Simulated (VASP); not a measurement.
# InP (NiAs type) (P6_3/mmc) in VASP: further runs

The runs below take InP (NiAs type) through single point, relaxation of cell and atoms, with PBE.

All numbers are computed with VASP 6.6.1; they aren't measurements. Logs are shortened: lines on timing, memory, paths and dates and some standing lists are left out, and cuts for length are marked.

**1. The cell of the first run**

Symmetry: P6_3/mmc, No. 194, hexagonal system. The conventional cell has a = 3.874 Å, b = 3.874 Å, c = 6.649 Å, α = 90.00°, β = 90.00°, γ = 120.00°. Within 3.7 Å of In (site symmetry -3m) lie 6 P at 2.79 Å and 2 In at 3.32 Å. P (site symmetry -6m2) has 6 In at 2.79 Å within 3.7 Å.

**2. Single point, PBE**

INCAR reads:

```
SYSTEM = InP
  ALGO = Normal
  EDIFF = 1E-6
  ENCUT = 520
  GGA = PE
  ISIF = 2
  ISMEAR = -1
  LASPH = .TRUE.
  LCHARG = .FALSE.
  LREAL = .FALSE.
  LWAVE = .FALSE.
  NBANDS = 26
  NELM = 80
  PREC = Accurate
  SIGMA = 0.1
```

KPOINTS reads:

```
k-points
0
G
  9 9 5
  0 0 0
```

POSCAR reads:

```
InP
1.0
    3.8738199517      0.0000000000      0.0000000000
   -1.9369099758      3.3548264878      0.0000000000
    0.0000000000      0.0000000000      6.6492681540
In P
2 2
Direct
    0.0000000000      0.0000000000      0.0000000000
    0.0000000000      0.0000000000      0.5000000000
    0.3333333333      0.6666666667      0.2500000000
    0.6666666667      0.3333333333      0.7500000000
```

Potentials or basis: VASP PAW PBE potentials, release 64 (In_d, P).

On the command line:

```bash
$ cat potpaw_PBE.64/In_d/POTCAR potpaw_PBE.64/P/POTCAR > POTCAR
$ mpirun -np 1 vasp_std > vasp.out
```

OUTCAR:

```text
SYSTEM = InP
   EDIFF = 1E-6
   ENCUT = 520
   GGA = PE
   ISIF = 2
   ISMEAR = -1
   LASPH = .TRUE.
   LREAL = .FALSE.
   NELM = 80
   PREC = Accurate

 ion  position               nearest neighbor table
   1  0.000  0.000  0.000-   3 2.79   4 2.79   3 2.79   4 2.79   4 2.79   3 2.79   2 3.32   2 3.32

   2  0.000  0.000  0.500-   3 2.79   4 2.79   3 2.79   4 2.79   4 2.79   3 2.79   1 3.32   1 3.32

   3  0.333  0.667  0.250-   1 2.79   2 2.79   1 2.79   2 2.79   1 2.79   2 2.79
   4  0.667  0.333  0.750-   1 2.79   2 2.79   1 2.79   2 2.79   1 2.79   2 2.79

  LATTYP: Found a hexagonal cell.
 ALAT       =     3.8738199517
 C/A-ratio  =     1.7164628808

  Lattice vectors:

 A1 = (   3.8738199517,   0.0000000000,   0.0000000000)
 A2 = (  -1.9369099758,   3.3548264878,   0.0000000000)
 A3 = (   0.0000000000,   0.0000000000,   6.6492681540)

Analysis of symmetry for initial positions (statically):
=====================================================================
 Subroutine PRICEL returns:
 Original cell was already a primitive cell.

 Routine SETGRP: Setting up the symmetry group for a
 hexagonal supercell.

 Subroutine GETGRP returns: Found 24 space group operations
 (whereof 12 operations were pure point group operations)
 out of a pool of 24 trial point group operations.

The static configuration has the point symmetry D_3d.
 The point group associated with its full space group is D_6h.

Analysis of symmetry for dynamics (positions and initial velocities):
=====================================================================
 Subroutine PRICEL returns:
 Original cell was already a primitive cell.

 Routine SETGRP: Setting up the symmetry group for a
 hexagonal supercell.

 Subroutine GETGRP returns: Found 24 space group operations
 (whereof 12 operations were pure point group operations)
 out of a pool of 24 trial point group operations.

The dynamic configuration has the point symmetry D_3d.
 The point group associated with its full space group is D_6h.

 Subroutine INISYM returns: Found 24 space group operations
 (whereof 12 operations are pure point group operations),
 and found     1 'primitive' translations

----------------------------------------------------------------------------------------

                                     Primitive cell

[... 84 lines left out ...]
 SYSTEM =  InP
   PREC   = accura    normal or accurate (medium, high low for compatibility)
   ISTART =      0    job   : 0-new  1-cont  2-samecut
   ICHARG =      2    charge: 1-file 2-atom 10-const
   ISPIN  =      1    spin polarized calculation?
   LNONCOLLINEAR =      F non collinear calculations
   LSORBIT =      F    spin-orbit coupling
   LASPH  =      T    aspherical Exc in radial PAW
   ENCUT  =  520.0 eV  38.22 Ry    6.18 a.u.   7.20  7.20 12.36*2*pi/ulx,y,z
   NELM   =     80;   NELMIN=  2; NELMDL= -5     # of ELM steps
   EDIFF  = 0.1E-05   stopping-criterion for ELM
   LREAL  =      F    real-space projection
[... 7 lines left out ...]
   TEBEG  =    0.0;   TEEND  =   0.0 temperature during run
   PSTRESS=    0.0 pullay stress
   NELECT =      36.0000    total number of electrons
   NUPDOWN=      -1.0000    fix difference up-down
   EMIN   =  10.00;   EMAX   =-10.00  energy-range for DOS
   EFERMI =   0.00;   METHOD = LEGACY
   ISMEAR =    -1;   SIGMA  =   0.10  broadening in eV -4-tet -1-fermi 0-gaus
   EFERMI_NEDOS =   21; number of points for ismear=-14 and -15
   IALGO  =     38    algorithm
   IMIX   =      4    mixing-type and parameters
     AMIX     =   0.40;   BMIX     =  1.00
     AMIX_MAG =   1.60;   BMIX_MAG =  1.00
  volume/ion in A,a.u.               =      21.60       145.79
  Fermi-wavevector in a.u.,A,eV,Ry     =   1.222685  2.310539 20.340144  1.494958
  Thomas-Fermi vector in A             =   2.357823
   LORBIT       =      0    0 simple, 1 ext, 2 COOP (PROOUT), +10 PAW based schemes
   GGA     = PE    functional components
   LHFCALC =     F    Hartree Fock is set to
   AEXX    =    0.0000 exact exchange contribution
   IVDW    =     0    specifies the selected vdW correction
   LEPSILON=     F    determine dielectric tensor
   LRPA    =     F    only Hartree local field effects (RPA)
 non-spin polarized calculation
  energy-cutoff  :      520.00
  volume of cell :       86.41
 maximum number of plane-waves:      2349
 NGX is ok and might be reduce to    30
   NGX = 15   NGY = 15   NGZ = 25

 number of electron      36.0000026 magnetization

 Free energy of the ion-electron system (eV)
  ---------------------------------------------------
  ext. energy  EPLUGINS =         0.00000000
  ---------------------------------------------------
  free energy    TOTEN  =       -15.62775278 eV

  energy without entropy =      -15.58861146  energy(sigma->0) =      -15.60818212

 E-fermi :   6.9110     XC(G=0): -10.2942

 val. band max:        6.8868845615   @ k =   0.0000   0.0000   0.0000
 cond. band min:       6.9903934037   @ k =   0.0000   0.0000   0.4000
 fundamental gap:      0.1035088422
 Fermi energy:         6.9110040576

 k-point     1 :       0.0000    0.0000    0.0000
  band No.  band energies     occupation
      1      -7.5567      2.00000
      2      -7.4649      2.00000
      3      -7.4649      2.00000
      4      -7.3795      2.00000
      5      -7.3795      2.00000
      6      -7.3681      2.00000
[... 685 lines left out ...]
     25      14.2777      0.00000
     26      14.2777      0.00000

 [... further k-points ...]

------------------------ aborting loop because EDIFF is reached ----------------------------------------

  FORCE on cell =-STRESS in cart. coord.  units (eV):
  Direction    XX          YY          ZZ          XY          YZ          ZX
  --------------------------------------------------------------------------------------
  -------------------------------------------------------------------------------------
  Total       -0.0312958     -0.0312958     -0.0338285     -0.0000000      0.0000000     -0.0000000
  in kB       -0.5802482     -0.5802482     -0.6272061     -0.0000000      0.0000000     -0.0000000
  external PRESSURE =      -0.5959009 kB  Pullay stress =       0.0000000 kB

 VOLUME and BASIS-vectors are now :
 -----------------------------------------------------------------------------
  energy-cutoff  :      520.00
  volume of cell :       86.41
      direct lattice vectors                 reciprocal lattice vectors
     3.873819952  0.000000000  0.000000000     0.258143128  0.149039004  0.000000000
    -1.936909976  3.354826488  0.000000000     0.000000000  0.298078009  0.000000000
     0.000000000  0.000000000  6.649268154     0.000000000  0.000000000  0.150392491

 POSITION                                       TOTAL-FORCE (eV/Angst)
 -----------------------------------------------------------------------------------
      0.00000      0.00000      0.00000        -0.000000     -0.000000      0.000000
      0.00000      0.00000      3.32463        -0.000000     -0.000000      0.000000
     -0.00000      2.23655      1.66232        -0.000000      0.000000      0.000000
      1.93691      1.11828      4.98695         0.000000     -0.000000     -0.000000
 -----------------------------------------------------------------------------------
    total drift:                                0.000000      0.000000      0.000000

  FREE ENERGIE OF THE ION-ELECTRON SYSTEM (eV)
  ---------------------------------------------------
  free  energy   TOTEN  =       -15.6277527791 eV

  energy  without entropy=      -15.5886114582  energy(sigma->0) =      -15.60818212
```

OSZICAR:

```text
N       E                     dE             d eps       ncg     rms          rms(c)
DAV:   1     0.299260199473E+03    0.29926E+03   -0.16596E+04  1872   0.165E+03
DAV:   2     0.136744473390E+02   -0.28559E+03   -0.27756E+03  1896   0.395E+02
DAV:   3    -0.149533595380E+02   -0.28628E+02   -0.28055E+02  2302   0.135E+02
DAV:   4    -0.161600698111E+02   -0.12067E+01   -0.12000E+01  2392   0.265E+01
DAV:   5    -0.162167904891E+02   -0.56721E-01   -0.56701E-01  2890   0.544E+00    0.672E+00
DAV:   6    -0.156403684898E+02    0.57642E+00   -0.12458E+00  2574   0.146E+01    0.387E+00
DAV:   7    -0.156309780913E+02    0.93904E-02   -0.31532E-01  2914   0.311E+00    0.150E+00
DAV:   8    -0.156276542236E+02    0.33239E-02   -0.24175E-02  2652   0.163E+00    0.442E-01
DAV:   9    -0.156276731987E+02   -0.18975E-04   -0.24787E-03  2816   0.620E-01    0.121E-01
DAV:  10    -0.156277173626E+02   -0.44164E-04   -0.17001E-04  2368   0.117E-01    0.761E-02
DAV:  11    -0.156277527408E+02   -0.35378E-04   -0.10796E-04  2298   0.923E-02    0.427E-02
DAV:  12    -0.156277527791E+02   -0.38282E-07   -0.68510E-06  2252   0.178E-02
   1 F= -.15627753E+02 E0= -.15608182E+02  d E =-.391413E-01
```

stdout:

```text
POSCAR found type information on POSCAR InP
 POSCAR found :  2 types and       4 ions
 scaLAPACK will be used
 LDA part: xc-table for (Slater+PW92), standard interpolation
 POSCAR, INCAR and KPOINTS ok, starting setup
 FFT: planning ... GRIDC
 FFT: planning ... GRID_SOFT
 FFT: planning ... GRID
 WAVECAR not read
 entering main loop
```

It took 34 s on 1 thread of Intel Xeon 6975P-C (Granite Rapids), shared host; peak memory 0.23 GiB.

What came out:

```yaml
Free_energy: -15.6278 eV
Pressure: -0.1 GPa
Band_gap_on_the_k_mesh: zero (band 18 reaches 7.25 eV, above the bottom of band 19 at 4.48 eV)
```

Caveat: spin-orbit coupling is left out, which moves the levels of the heavy elements.

[end of part 1 of 2]
